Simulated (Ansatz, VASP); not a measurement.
SiC in VASP and in Ansatz

The input POSCAR:

```
SiC
1.0
    3.1379145750      0.0000000001      0.0000000000
   -1.5689572876      2.7175137368      0.0000000000
    0.0000000000      0.0000000000     10.2743557621
Si C
4 4
Direct
    0.0000000000      0.0000000000     -0.0001405664
    0.3333333333      0.6666666667      0.2499083814
    0.0000000000      0.0000000000      0.4998594336
    0.6666666667      0.3333333333      0.7499083814
    0.0000000000      0.0000000000      0.1872833956
    0.3333333333      0.6666666667      0.4379487895
    0.0000000000      0.0000000000      0.6872833956
    0.6666666667      0.3333333333      0.9379487895
```

Contents of INCAR.step1:

```
PREC = Accurate
ENCUT = 520
ISMEAR = 0
SIGMA = 0.01
LREAL = False
LASPH = True
NELM = 60
NBANDS = 26
GGA = PE
ALGO = Normal
EDIFF = 1E-4
LWAVE = True
LCHARG = False
```

Contents of INCAR.step2:

```
PREC = Accurate
ENCUT = 520
EDIFF = 1E-6
ISMEAR = 0
SIGMA = 0.01
LREAL = False
LASPH = True
NELM = 60
ALGO = Normal
ISIF = 2
LWAVE = False
LCHARG = False
METAGGA = R2SCAN
LMIXTAU = True
NBANDS = 26
ISTART = 1
```

Contents of KPOINTS:

```
Automatic mesh
0
Gamma
  9 9 2
```

Input for Ansatz:

```yaml
crystal:
  lattice:
    - [3.137914575, 1.0e-10, 0.0]
    - [-1.5689572876, 2.7175137368, 0.0]
    - [0.0, 0.0, 10.2743557621]
  atoms:
    - { symbol: Si, position: [0.0, 0.0, -0.0001405664] }
    - { symbol: Si, position: [0.3333333333, 0.6666666667, 0.2499083814] }
    - { symbol: Si, position: [0.0, 0.0, 0.4998594336] }
    - { symbol: Si, position: [0.6666666667, 0.3333333333, 0.7499083814] }
    - { symbol: C, position: [0.0, 0.0, 0.1872833956] }
    - { symbol: C, position: [0.3333333333, 0.6666666667, 0.4379487895] }
    - { symbol: C, position: [0.0, 0.0, 0.6872833956] }
    - { symbol: C, position: [0.6666666667, 0.3333333333, 0.9379487895] }
kpoints:
  mp_grid: { grid: [9, 9, 2] }
hamiltonian:
  xc: r2scan
scf:
  occupations: { method: fixed }
  n_extra_bands: 6
output:
  forces: true
  stress: true
  eigenvalues: true
```

Alike in both runs: task single point; functional r2SCAN; k mesh 9 × 9 × 2; no spin polarisation.

|  | VASP | Ansatz |
| --- | --- | --- |
| version | VASP 6.6.1 | Ansatz 0.2.0 |
| potentials or method | VASP PAW PBE potentials, release 64 (Si, C) | plane waves, PAW |
| plane-wave cutoff (eV) | 520 | 500 |
| occupations | gaussian, width 0.01 eV | fixed |
| valence electrons in the cell | 32 | 32 |

|  | VASP | Ansatz | Ansatz less VASP |
| --- | --- | --- | --- |
| gap on the k mesh at the Fermi level (eV) | 2.68 | 2.67 | -0.009 |
| pressure (GPa) | -12.0 | -11.8 | +0.13 |
| traceless stress, the component that is largest in VASP (GPa) | 0.12 | 0.11 | -0.005 |
| rms of the force components (eV/Å) | 0.007 | 0.007 | -0.0004 |

VASP's potentials were made for PBE, not for r2SCAN. Atom by atom the forces differ by 0.001 eV/Å (rms over components).
